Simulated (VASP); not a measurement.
A run of VASP 6.6.1 is set up as follows.

Contents of POSCAR:

```
MoS2
1.0
    3.1842713585      0.0000000000      0.0000000000
   -1.5921356792      2.7576598890      0.0000000000
    0.0000000000      0.0000000000     28.4188140530
Mo S
3 6
Direct
    0.6666666667      0.3333333333      0.0000000000
    0.3333333333      0.6666666667      0.7714360451
    0.3333333333      0.6666666667      0.2285639549
    0.3333333333      0.6666666667      0.0546374042
    0.6666666667      0.3333333333      0.8260779181
    0.6666666667      0.3333333333      0.2831796040
    0.3333333333      0.6666666667      0.9453625958
    0.6666666667      0.3333333333      0.7168203960
    0.6666666667      0.3333333333      0.1739220819
```

INCAR.step1

```
PREC = Accurate ; ENCUT = 520
ISMEAR = 0 ; SIGMA = 0.02
LREAL = False ; LASPH = True
NELM = 100 ; NBANDS = 49
GGA = PE ; ALGO = Normal
EDIFF = 1E-4 ; LWAVE = True
LCHARG = False
```

File INCAR.step2:

```
PREC = Accurate ; ENCUT = 520
EDIFF = 1E-6 ; ISMEAR = 0
SIGMA = 0.02 ; LREAL = False
LASPH = True ; NELM = 100
ALGO = Normal ; ISIF = 2
LWAVE = False ; LCHARG = True
METAGGA = R2SCAN ; LMIXTAU = True
LELF = True ; LVHAR = True
NBANDS = 49 ; ISTART = 1
```

KPOINTS

```
regular mesh
0
Gamma
  12 12 1
```

Potentials or basis: VASP PAW PBE potentials, release 64 (Mo_sv, S).

Command:

```sh
$ cat potpaw_PBE.64/Mo_sv/POTCAR potpaw_PBE.64/S/POTCAR > POTCAR
$ cp INCAR.step1 INCAR
$ mpirun -np 1 vasp_std > vasp.out
$ cp INCAR.step2 INCAR
$ mpirun -np 1 vasp_std > vasp.out
```

Q: Predict the band gap on the k mesh.

A: 1.28 eV (least direct gap 1.74 eV).

Q: What does it give for the largest force?

A: 0.003 eV/Å.

Forces on the atoms (eV/Å):
```
Mo   0.000  0.000  0.000
Mo   0.000  0.000  0.000
Mo   0.000  0.000  0.000
S    0.000  0.000  0.003
S    0.000  0.000  0.003
S    0.000  0.000  0.003
S    0.000  0.000 -0.003
S    0.000  0.000 -0.003
S    0.000  0.000 -0.003
```

Caveat: there is no dipole correction, which matters where the two faces differ; the PAW data sets were made with another functional, which shifts forces and pressure a little.
